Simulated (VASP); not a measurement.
# C (Fd-3m) in VASP: notebook

Runs on C. Level: LDA. Tasks: single point, relaxation of cell and atoms.

Everything below comes from runs of VASP 6.6.1. Logs are shortened: lines on timing, memory, paths and dates and some standing lists are left out, and cuts for length are marked.

### 1 The cell of the first run

It takes space group Fd-3m (No. 227, cubic). The conventional cell has a = 3.531 Å, b = 3.531 Å, c = 3.531 Å, α = 90.00°, β = 90.00°, γ = 90.00°. C (site symmetry -43m) has 4 C at 1.53 Å within 2.0 Å.

### 2 Single point, LDA

The input, INCAR:

```
  PREC = Accurate
  ENCUT = 600
  EDIFF = 1E-6
  ISMEAR = 0
  SIGMA = 0.02
  LREAL = False
  LASPH = True
  NELM = 120
  ALGO = Normal
  ISIF = 2
  LWAVE = False
  LCHARG = False
  GGA = CA
  NBANDS = 11
  GGA_COMPAT = False
```

The input, KPOINTS:

```
regular mesh
0
Gamma
  12 12 12
```

The input, POSCAR:

```
C
1.0
    0.0000000000      1.7657474434      1.7657474434
    1.7657474434      0.0000000000      1.7657474434
    1.7657474434      1.7657474434      0.0000000000
C
2
Direct
    0.0000000000      0.0000000000      0.0000000000
    0.2500000000      0.2500000000      0.2500000000
```

Potentials or basis: VASP PAW LDA potentials, release 64 (C).

The run is started by

```sh
cat potpaw_LDA.64/C/POTCAR > POTCAR
mpirun -np 1 vasp_std > vasp.out
```

OUTCAR:

```text
PREC = Accurate
   ENCUT = 600
   EDIFF = 1E-6
   ISMEAR = 0
   LREAL = False
   LASPH = True
   NELM = 120
   ISIF = 2
   GGA = CA

 ion  position               nearest neighbor table
   1  0.000  0.000  0.000-   2 1.53   2 1.53   2 1.53   2 1.53
   2  0.250  0.250  0.250-   1 1.53   1 1.53   1 1.53   1 1.53

  LATTYP: Found a face centered cubic cell.
 ALAT       =     3.5314948868

  Lattice vectors:

 A1 = (   0.0000000000,   1.7657474434,   1.7657474434)
 A2 = (   1.7657474434,   0.0000000000,   1.7657474434)
 A3 = (   1.7657474434,   1.7657474434,   0.0000000000)

Analysis of symmetry for initial positions (statically):
=====================================================================
 Subroutine PRICEL returns:
 Original cell was already a primitive cell.

 Routine SETGRP: Setting up the symmetry group for a
 face centered cubic supercell.

 Subroutine GETGRP returns: Found 48 space group operations
 (whereof 24 operations were pure point group operations)
 out of a pool of 48 trial point group operations.

The static configuration has the point symmetry T_d .
 The point group associated with its full space group is O_h .

Analysis of symmetry for dynamics (positions and initial velocities):
=====================================================================
 Subroutine PRICEL returns:
 Original cell was already a primitive cell.

 Routine SETGRP: Setting up the symmetry group for a
 face centered cubic supercell.

 Subroutine GETGRP returns: Found 48 space group operations
 (whereof 24 operations were pure point group operations)
 out of a pool of 48 trial point group operations.

The dynamic configuration has the point symmetry T_d .
 The point group associated with its full space group is O_h .

 Subroutine INISYM returns: Found 48 space group operations
 (whereof 24 operations are pure point group operations),
 and found     1 'primitive' translations

----------------------------------------------------------------------------------------

                                     Primitive cell

  volume of cell :      11.0107

  direct lattice vectors                    reciprocal lattice vectors
     0.000000000  1.765747443  1.765747443    -0.283166204  0.283166204  0.283166204
     1.765747443  0.000000000  1.765747443     0.283166204 -0.283166204  0.283166204
     1.765747443  1.765747443  0.000000000     0.283166204  0.283166204 -0.283166204

  length of vectors
     2.497143982  2.497143982  2.497143982     0.490458252  0.490458252  0.490458252

  position of ions in fractional coordinates (direct lattice)
     0.000000000  0.000000000  0.000000000
     0.250000000  0.250000000  0.250000000

  ion indices of the primitive-cell ions
   primitive index   ion index
                 1           1
                 2           2

----------------------------------------------------------------------------------------

 KPOINTS: regular mesh

Automatic generation of k-mesh.
 Grid dimensions read from file:
 generate k-points for:   12   12   12

 Generating k-lattice:

  Cartesian coordinates                     Fractional coordinates (reciprocal lattice)
    -0.023597184  0.023597184  0.023597184     0.083333333  0.000000000  0.000000000
     0.023597184 -0.023597184  0.023597184     0.000000000  0.083333333  0.000000000
     0.023597184  0.023597184 -0.023597184     0.000000000  0.000000000  0.083333333

  Length of vectors
     0.040871521  0.040871521  0.040871521

  Shift w.r.t. Gamma in fractional coordinates (k-lattice)
     0.000000000  0.000000000  0.000000000

 Subroutine IBZKPT returns following result:
 ===========================================

 Found     72 irreducible k-points:

 Following reciprocal coordinates:
            Coordinates               Weight
  0.000000  0.000000  0.000000      1.000000
  0.083333  0.000000  0.000000      8.000000
  0.166667  0.000000  0.000000      8.000000
  0.250000  0.000000  0.000000      8.000000
  0.333333  0.000000  0.000000      8.000000
  0.416667  0.000000  0.000000      8.000000
[... 16 lines left out ...]
  0.500000  0.166667  0.000000     24.000000
 -0.416667  0.166667  0.000000     24.000000
 [... further k-points ...]
   k-points           NKPTS =     72   k-points in BZ     NKDIM =     72   number of bands    NBANDS=     11
   number of dos      NEDOS =    301   number of ions     NIONS =      2
   total plane-waves  NPLWV =   8000
   dimension x,y,z NGX =    20 NGY =   20 NGZ =   20
   dimension x,y,z NGXF=    40 NGYF=   40 NGZF=   40
   ions per type =               2
   NGX,Y,Z   is equivalent  to a cutoff of  13.31, 13.31, 13.31 a.u.
   NGXF,Y,Z  is equivalent  to a cutoff of  26.63, 26.63, 26.63 a.u.
 SYSTEM =  unknown system
   PREC   = accura    normal or accurate (medium, high low for compatibility)
   ISTART =      0    job   : 0-new  1-cont  2-samecut
   ICHARG =      2    charge: 1-file 2-atom 10-const
   ISPIN  =      1    spin polarized calculation?
   LNONCOLLINEAR =      F non collinear calculations
   LSORBIT =      F    spin-orbit coupling
   LASPH  =      T    aspherical Exc in radial PAW
   ENCUT  =  600.0 eV  44.10 Ry    6.64 a.u.   4.99  4.99  4.99*2*pi/ulx,y,z
   NELM   =    120;   NELMIN=  2; NELMDL= -5     # of ELM steps
   EDIFF  = 0.1E-05   stopping-criterion for ELM
   LREAL  =      F    real-space projection
[... 7 lines left out ...]
   TEBEG  =    0.0;   TEEND  =   0.0 temperature during run
   PSTRESS=    0.0 pullay stress
   NELECT =       8.0000    total number of electrons
   NUPDOWN=      -1.0000    fix difference up-down
   EMIN   =  10.00;   EMAX   =-10.00  energy-range for DOS
   EFERMI =   0.00;   METHOD = LEGACY
   ISMEAR =     0;   SIGMA  =   0.02  broadening in eV -4-tet -1-fermi 0-gaus
   EFERMI_NEDOS =   21; number of points for ismear=-14 and -15
   IALGO  =     38    algorithm
   IMIX   =      4    mixing-type and parameters
     AMIX     =   0.40;   BMIX     =  1.00
     AMIX_MAG =   1.60;   BMIX_MAG =  1.00
  volume/ion in A,a.u.               =       5.51        37.15
  Fermi-wavevector in a.u.,A,eV,Ry     =   1.471746  2.781197 29.470719  2.166037
  Thomas-Fermi vector in A             =   2.586845
   LORBIT       =      0    0 simple, 1 ext, 2 COOP (PROOUT), +10 PAW based schemes
   GGA     = CA    functional components
   LHFCALC =     F    Hartree Fock is set to
   AEXX    =    0.0000 exact exchange contribution
   IVDW    =     0    specifies the selected vdW correction
   LEPSILON=     F    determine dielectric tensor
   LRPA    =     F    only Hartree local field effects (RPA)
 non-spin polarized calculation
 Gauss-broadening in eV      SIGMA  =   0.02
  energy-cutoff  :      600.00
  volume of cell :       11.01
 maximum number of plane-waves:       380
   NGX =  9   NGY =  9   NGZ =  9

 number of electron       7.9999998 magnetization

 Free energy of the ion-electron system (eV)
  ---------------------------------------------------
  ext. energy  EPLUGINS =         0.00000000
  ---------------------------------------------------
  free energy    TOTEN  =       -20.25205958 eV

  energy without entropy =      -20.25205958  energy(sigma->0) =      -20.25205958

 E-fermi :  10.4204     XC(G=0): -13.6442

 val. band max:       10.1626953534   @ k =   0.0000   0.0000   0.0000
 cond. band min:      14.3606353563   @ k =   0.3333   0.3333   0.0000
 fundamental gap:      4.1979400028
 Fermi energy:        10.4203764231

 k-point     1 :       0.0000    0.0000    0.0000
  band No.  band energies     occupation
      1     -11.5562      2.00000
      2      10.1627      2.00000
      3      10.1627      2.00000
      4      10.1627      2.00000
      5      15.7895      0.00000
      6      15.7895      0.00000
      7      15.7895      0.00000
      8      24.4052      0.00000
      9      29.5625      0.00000
     10      37.1300      0.00000
     11      37.1300      0.00000

 k-point     2 :       0.0833    0.0000    0.0000
  band No.  band energies     occupation
      1     -11.3603      2.00000
      2       8.9209      2.00000
      3       9.8301      2.00000
      4       9.8301      2.00000
      5      16.2241      0.00000
      6      16.2241      0.00000
      7      16.5429      0.00000
      8      24.5130      0.00000
      9      29.8741      0.00000
     10      34.8015      0.00000
     11      34.8015      0.00000

 k-point     3 :       0.1667    0.0000    0.0000
  band No.  band energies     occupation
      1     -10.7745      2.00000
      2       6.3601      2.00000
      3       9.1106      2.00000
      4       9.1106      2.00000
      5      17.1633      0.00000
      6      17.1633      0.00000
      7      17.7368      0.00000
      8      24.8174      0.00000
      9      30.5256      0.00000
     10      33.1563      0.00000
     11      33.1563      0.00000

 k-point     4 :       0.2500    0.0000    0.0000
  band No.  band energies     occupation
      1      -9.8061      2.00000
      2       3.4864      2.00000
      3       8.3716      2.00000
      4       8.3716      2.00000
      5      18.0293      0.00000
      6      18.0293      0.00000
      7      18.6324      0.00000
      8      25.2348      0.00000
      9      30.9673      0.00000
     10      32.7297      0.00000
     11      32.7297      0.00000
[... 239 lines left out ...]
 k-point    22 :       0.4167    0.1667    0.0000
  band No.  band energies     occupation
      1      -7.2905      2.00000
      2       0.2609      2.00000
      3       5.8495      2.00000
      4       5.9981      2.00000
      5      16.9006      0.00000
      6      21.2865      0.00000
      7      21.6425      0.00000
      8      22.9843      0.00000
      9      31.2847      0.00000
     10      32.9670      0.00000
     11      37.8504      0.00000

 k-point    23 :       0.5000    0.1667    0.0000
  band No.  band energies     occupation
      1      -5.6349      2.00000
      2      -2.0613      2.00000
      3       5.1106      2.00000
      4       6.0906      2.00000
      5      17.3136      0.00000
      6      21.0014      0.00000
      7      21.8288      0.00000
      8      24.5777      0.00000
      9      30.3549      0.00000
     10      34.2717      0.00000
     11      37.0058      0.00000

 k-point    24 :      -0.4167    0.1667    0.0000
  band No.  band energies     occupation
      1      -5.1606      2.00000
      2      -2.6237      2.00000
      3       4.6066      2.00000
      4       6.4814      2.00000
      5      17.7600      0.00000
      6      20.5019      0.00000
      7      21.8123      0.00000
      8      25.7629      0.00000
      9      29.6678      0.00000
     10      34.5566      0.00000
     11      34.9807      0.00000

 [... further k-points ...]

------------------------ aborting loop because EDIFF is reached ----------------------------------------

  FORCE on cell =-STRESS in cart. coord.  units (eV):
  Direction    XX          YY          ZZ          XY          YZ          ZX
  --------------------------------------------------------------------------------------
  -------------------------------------------------------------------------------------
  Total        0.0637994      0.0637994      0.0637994      0.0000000     -0.0000000      0.0000000
  in kB        9.2834908      9.2834908      9.2834908      0.0000000     -0.0000000      0.0000000
  external PRESSURE =       9.2834908 kB  Pullay stress =       0.0000000 kB

 VOLUME and BASIS-vectors are now :
 -----------------------------------------------------------------------------
  energy-cutoff  :      600.00
  volume of cell :       11.01
      direct lattice vectors                 reciprocal lattice vectors
     0.000000000  1.765747443  1.765747443    -0.283166204  0.283166204  0.283166204
     1.765747443  0.000000000  1.765747443     0.283166204 -0.283166204  0.283166204
     1.765747443  1.765747443  0.000000000     0.283166204  0.283166204 -0.283166204

 POSITION                                       TOTAL-FORCE (eV/Angst)
 -----------------------------------------------------------------------------------
      0.00000      0.00000      0.00000        -0.000000     -0.000000     -0.000000
      0.88287      0.88287      0.88287         0.000000      0.000000      0.000000
 -----------------------------------------------------------------------------------
    total drift:                                0.000000      0.000000      0.000000

  FREE ENERGIE OF THE ION-ELECTRON SYSTEM (eV)
  ---------------------------------------------------
  free  energy   TOTEN  =       -20.2520595760 eV

  energy  without entropy=      -20.2520595760  energy(sigma->0) =      -20.25205958
```

Run time: 5.6 s. Hardware: 1 thread of Intel Xeon 6975P-C, shared host; peak memory 0.12 GiB.

What came out:

| Item | Value |
| --- | --- |
| Free energy | -20.2521 eV |
| Pressure | 0.9 GPa |
| Band gap on the k mesh | 4.20 eV, indirect (least direct gap 5.63 eV) |

A k mesh can miss the band edges. Expect the measured gap to be larger: semilocal functionals such as LDA lack the derivative discontinuity.

### 3 Single point, LDA

The input, INCAR:

```
SYSTEM = C
ALGO = Normal ; EDIFF = 1E-6
ENCUT = 600 ; GGA = CA
GGA_COMPAT = .False. ; ISIF = 2
ISMEAR = 0 ; LASPH = .True.
LCHARG = .False. ; LREAL = .False.
LWAVE = .False. ; NBANDS = 11
NELM = 120 ; PREC = Accurate
SIGMA = 0.02
```

The input, KPOINTS:

```
k-points
0
Gamma
  12 12 12
  0 0 0
```

POSCAR is that of step 2.

Potentials or basis: VASP PAW LDA potentials, release 64 (C).

The run is started by

```sh
cat potpaw_LDA.64/C/POTCAR > POTCAR
mpirun -np 1 vasp_std > vasp.out
```

OUTCAR:

```text
SYSTEM = C
   EDIFF = 1E-6
   ENCUT = 600
   GGA = CA
   ISIF = 2
   ISMEAR = 0
   LASPH = .True.
   LREAL = .False.
   NELM = 120
   PREC = Accurate

 ion  position               nearest neighbor table
   1  0.000  0.000  0.000-   2 1.53   2 1.53   2 1.53   2 1.53
   2  0.250  0.250  0.250-   1 1.53   1 1.53   1 1.53   1 1.53

  LATTYP: Found a face centered cubic cell.
 ALAT       =     3.5314948868

  Lattice vectors:

 A1 = (   0.0000000000,   1.7657474434,   1.7657474434)
 A2 = (   1.7657474434,   0.0000000000,   1.7657474434)
 A3 = (   1.7657474434,   1.7657474434,   0.0000000000)

Analysis of symmetry for initial positions (statically):
=====================================================================
 Subroutine PRICEL returns:
 Original cell was already a primitive cell.

 Routine SETGRP: Setting up the symmetry group for a
 face centered cubic supercell.

 Subroutine GETGRP returns: Found 48 space group operations
 (whereof 24 operations were pure point group operations)
 out of a pool of 48 trial point group operations.

The static configuration has the point symmetry T_d .
 The point group associated with its full space group is O_h .
[... 173 lines left out ...]
      3      10.1627      2.00000
      4      10.1627      2.00000
      5      15.7895      0.00000
      6      15.7895      0.00000
      7      15.7895      0.00000
      8      24.4052      0.00000
      9      29.5625      0.00000
     10      37.1300      0.00000
     11      37.1300      0.00000
[... 309 lines left out ...]
 k-point    24 :      -0.4167    0.1667    0.0000
  band No.  band energies     occupation
      1      -5.1606      2.00000
      2      -2.6237      2.00000
      3       4.6066      2.00000
      4       6.4814      2.00000
      5      17.7600      0.00000
      6      20.5019      0.00000
      7      21.8123      0.00000
      8      25.7629      0.00000
      9      29.6678      0.00000
     10      34.5566      0.00000
     11      34.9807      0.00000

 [... further k-points ...]

------------------------ aborting loop because EDIFF is reached ----------------------------------------

  FORCE on cell =-STRESS in cart. coord.  units (eV):
  Direction    XX          YY          ZZ          XY          YZ          ZX
  --------------------------------------------------------------------------------------
  -------------------------------------------------------------------------------------
  Total        0.0637994      0.0637994      0.0637994      0.0000000     -0.0000000      0.0000000
  in kB        9.2834908      9.2834908      9.2834908      0.0000000     -0.0000000      0.0000000
  external PRESSURE =       9.2834908 kB  Pullay stress =       0.0000000 kB

 VOLUME and BASIS-vectors are now :
 -----------------------------------------------------------------------------
  energy-cutoff  :      600.00
  volume of cell :       11.01
      direct lattice vectors                 reciprocal lattice vectors
     0.000000000  1.765747443  1.765747443    -0.283166204  0.283166204  0.283166204
     1.765747443  0.000000000  1.765747443     0.283166204 -0.283166204  0.283166204
     1.765747443  1.765747443  0.000000000     0.283166204  0.283166204 -0.283166204

 POSITION                                       TOTAL-FORCE (eV/Angst)
 -----------------------------------------------------------------------------------
      0.00000      0.00000      0.00000        -0.000000     -0.000000     -0.000000
      0.88287      0.88287      0.88287         0.000000      0.000000      0.000000
 -----------------------------------------------------------------------------------
    total drift:                                0.000000      0.000000      0.000000

  FREE ENERGIE OF THE ION-ELECTRON SYSTEM (eV)
  ---------------------------------------------------
  free  energy   TOTEN  =       -20.2520595760 eV

  energy  without entropy=      -20.2520595760  energy(sigma->0) =      -20.25205958
```

OSZICAR:

```text
N       E                     dE             d eps       ncg     rms          rms(c)
DAV:   1     0.978797043560E+00    0.97880E+00   -0.52513E+03  1608   0.803E+02
DAV:   2    -0.206862418418E+02   -0.21665E+02   -0.21048E+02  2042   0.138E+02
DAV:   3    -0.211185866298E+02   -0.43234E+00   -0.43121E+00  1871   0.145E+01
DAV:   4    -0.211193866101E+02   -0.79998E-03   -0.79997E-03  1707   0.781E-01
DAV:   5    -0.211193877822E+02   -0.11721E-05   -0.11721E-05  1830   0.280E-02    0.589E+00
DAV:   6    -0.204759644245E+02    0.64342E+00   -0.34357E-01  1623   0.409E+00    0.341E+00
DAV:   7    -0.202521595422E+02    0.22380E+00   -0.40736E-01  1731   0.447E+00    0.749E-01
DAV:   8    -0.202520740216E+02    0.85521E-04   -0.10126E-02  1662   0.834E-01    0.293E-02
DAV:   9    -0.202520580731E+02    0.15949E-04   -0.37857E-05  1779   0.487E-02    0.209E-02
DAV:  10    -0.202520596545E+02   -0.15814E-05   -0.22424E-06  1729   0.125E-02    0.496E-03
DAV:  11    -0.202520595760E+02    0.78504E-07   -0.92929E-08   875   0.234E-03
   1 F= -.20252060E+02 E0= -.20252060E+02  d E =-.158257E-76
```

It took 4.3 s on 1 thread of Intel Xeon 6975P-C, shared host; peak memory 0.12 GiB.

What came out:

- Free energy: -20.2521 eV
- Pressure: 0.9 GPa
- Band gap on the k mesh: 4.20 eV, indirect (least direct gap 5.63 eV)

### 4 Relaxation of cell and atoms, LDA

The input, INCAR:

```
PREC = Accurate
ENCUT = 600
EDIFF = 1E-7
ISMEAR = 0
SIGMA = 0.02
LREAL = False
LASPH = True
NELM = 120
ALGO = Normal
ISIF = 3
LWAVE = False
LCHARG = False
IBRION = 2
NSW = 100
EDIFFG = -0.002
GGA_COMPAT = False
NELMIN = 4
```

The input, KPOINTS:

```
regular mesh
0
Gamma
  12 12 12
```

POSCAR is that of step 3.

The run is started by

```sh
cat potpaw_LDA.64/C/POTCAR > POTCAR
mpirun -np 1 vasp_std > vasp.out
```

Wall time 5.9 s (1 thread of Intel Xeon 6975P-C, shared host); peak memory 0.11 GiB.

Results (log left out):

```yaml
Free_energy: -20.2521 eV
Relaxed_volume: 5.52 Å³/atom
Relaxed_cell: a = 2.499 Å, b = 2.499 Å, c = 2.499 Å, α = 60.00°, β = 60.00°, γ = 60.00°
Space_group_after_relaxing_to_0.05_Å: Fd-3m (No. 227)
Energy_gained_by_relaxing: 0.0 meV/atom
Ionic_steps: 3
Pressure_after_relaxing: 0.0 GPa
Band_gap_on_the_k_mesh: 4.19 eV, indirect (least direct gap 5.62 eV)
```

Final structure:
```yaml
crystal:
  lattice:
    - [0.00000, 1.76692, 1.76692]
    - [1.76692, 0.00000, 1.76692]
    - [1.76692, 1.76692, 0.00000]
  atoms:
    - { symbol: C, position: [0.00000, 0.00000, 0.00000] }
    - { symbol: C, position: [0.25000, 0.25000, 0.25000] }
```

Levels at points of the mesh, in eV from the valence-band top:
```
           k point  band 2  band 3  band 4  band 5  band 6  band 7
(0.00, 0.00, 0.00)    0.00    0.00    0.00    5.62    5.62    5.62
(0.50, 0.00, 0.00)  -13.67   -2.86   -2.86    8.50    8.50    9.40
(0.50, 0.50, 0.00)  -12.81   -6.46   -6.46    4.77    4.77   17.05
```
